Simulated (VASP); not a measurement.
Set up this calculation in VASP 6.6.1, as the native input.

* Task: single point
* Functional: PBE
* Potentials or basis: VASP PAW PBE potentials, release 64 (Zn)
* Cutoff: 400 eV
* k mesh: 12 × 12 × 12
* Occupations: gaussian, width 0.1 eV
* Spin: no spin polarisation
* Dipole correction: no
* k mesh for the DOS: 18 × 18 × 18
* Occupations for the DOS: tetrahedron
* Further INCAR settings: ALGO = Normal; EDIFF = 1e-06

Zn:

```
Zn
1.0
    -1.54783    1.54783    1.54783
     1.54783   -1.54783    1.54783
     1.54783    1.54783   -1.54783
Zn
1
Direct
  0.00000 0.00000 0.00000
```

This isn't the form of Zn at room conditions, which is hcp.

The input as run:

POSCAR

```
Zn
1.0
   -1.5478312000      1.5478312000      1.5478312000
    1.5478312000     -1.5478312000      1.5478312000
    1.5478312000      1.5478312000     -1.5478312000
Zn
1
Direct
    0.0000000000      0.0000000000      0.0000000000
```

INCAR.step1

```
ALGO = Normal
EDIFF = 1E-6
ENCUT = 400
GGA = PE
GGA_COMPAT = F
ISIF = 2
ISMEAR = 0
LASPH = T
LCHARG = T
LORBIT = 11
LREAL = F
LWAVE = F
NBANDS = 12
NEDOS = 2001
NELM = 120
PREC = Accurate
SIGMA = 0.1
```

KPOINTS.step1

```
k-points
0
Gamma
  12 12 12
```

INCAR.step2

```
ALGO = Normal
EDIFF = 1E-6
ENCUT = 400
GGA = PE
GGA_COMPAT = F
ICHARG = 11
ISIF = 2
ISMEAR = -5
LASPH = T
LCHARG = F
LORBIT = 11
LREAL = F
LWAVE = F
NEDOS = 2001
NELM = 120
PREC = Accurate
SIGMA = 0.1
```

KPOINTS.step2

```
k-points
0
Gamma
  18 18 18
```

Potentials or basis: VASP PAW PBE potentials, release 64 (Zn).

Run with:

```bash
$ cat potpaw_PBE.64/Zn/POTCAR > POTCAR
$ cp INCAR.step1 INCAR
$ cp KPOINTS.step1 KPOINTS
$ mpirun -np 1 vasp_std > vasp.out
$ cp INCAR.step2 INCAR
$ cp KPOINTS.step2 KPOINTS
$ mpirun -np 1 vasp_std > vasp.out
```

Results of the run:

- Valence electrons inside the program's atomic spheres: Zn 10.77

Wall time 12 s on 1 thread of AMD EPYC 9R45 96-Core Processor (Zen 5), on a shared host, peak memory 0.11 GiB.
